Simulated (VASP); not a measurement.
The system is Al.

```
Al
1.0
     0.00000    2.02481    2.02481
     2.02481    0.00000    2.02481
     2.02481    2.02481    0.00000
Al
1
Direct
  0.00000 0.00000 0.00000
```

```yaml
Program: VASP 6.6.1
Task: relaxation of cell and atoms
Functional: PBEsol
Dispersion: D3(BJ)
Potentials_or_basis: VASP PAW PBE potentials, release 64 (Al)
Cutoff: 600 eV
k_mesh: 11 × 11 × 11
Occupations: fermi-dirac, width 0.05 eV
Spin: no spin polarisation
```

At the start: pressure -5.0 GPa; volume 16.60 Å³/atom.

Question: Where does the relaxation end?

Answer: Over 3 steps the energy falls by 16.5 meV/atom and the volume is 15.60 Å³/atom (-6.0 %); space group Fm-3m (No. 225, to 0.05 Å).

The path:
```
step  energy change (eV)  largest force (eV/Å)  pressure (GPa)  volume (Å³)
   1              0.0000                0.0000           -4.98        16.60
   2             -0.0157                0.0000            1.25        15.39
   3             -0.0165                0.0000            0.01        15.60
```

Final structure:
```yaml
crystal:
  lattice:
    - [0.00000, 1.98313, 1.98313]
    - [1.98313, 0.00000, 1.98313]
    - [1.98313, 1.98313, 0.00000]
  atoms:
    - { symbol: Al, position: [0.00000, 0.00000, 0.00000] }
```

The cell as given is a measured one (16.60 Å³/atom); PBEsol+D3(BJ) puts the equilibrium volume -6.0 % from it, thermal expansion not counted.

Caveat: the PAW data sets were made with another functional, which shifts forces and pressure a little; pairwise dispersion overbinds metals, which lowers pressure and volume.
